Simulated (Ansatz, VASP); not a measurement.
## Mg in VASP and in Ansatz

```xyz
1
Lattice="3.1170 0.0000 0.0000 -1.5585 2.6994 0.0000 0.0000 0.0000 3.1571" Properties=species:S:1:pos:R:3 pbc="T T T"
Mg    0.0000    0.0000    0.0000
```

Alike in both runs: task single point; functional PBEsol; k mesh 15 × 15 × 12; occupations gaussian, width 0.1 eV; no spin polarisation.

|  | VASP | Ansatz |
| --- | --- | --- |
| version | VASP 6.6.1 | Ansatz 0.2.0 |
| potentials or method | VASP PAW PBE potentials, release 64 (Mg), cutoff 600 eV | scalar-relativistic, plane waves, PAW |
| valence electrons in the cell | 2 | 10 |

```tsv
	VASP	Ansatz	Ansatz less VASP
gap on the k mesh at the Fermi level (eV)	none	none	-
pressure (GPa)	-1.4	-1.4	+0.04
traceless stress, the component that is largest in VASP (GPa)	-0.49	-0.50	-0.008
```

VASP's potentials were made for PBE, not for PBEsol. A gap of «none» marks a metal or a gap that the smearing closes. VASP's potentials hold 2 valence electrons a cell and Ansatz's 10, so a difference there can come from the potentials and not from the codes.
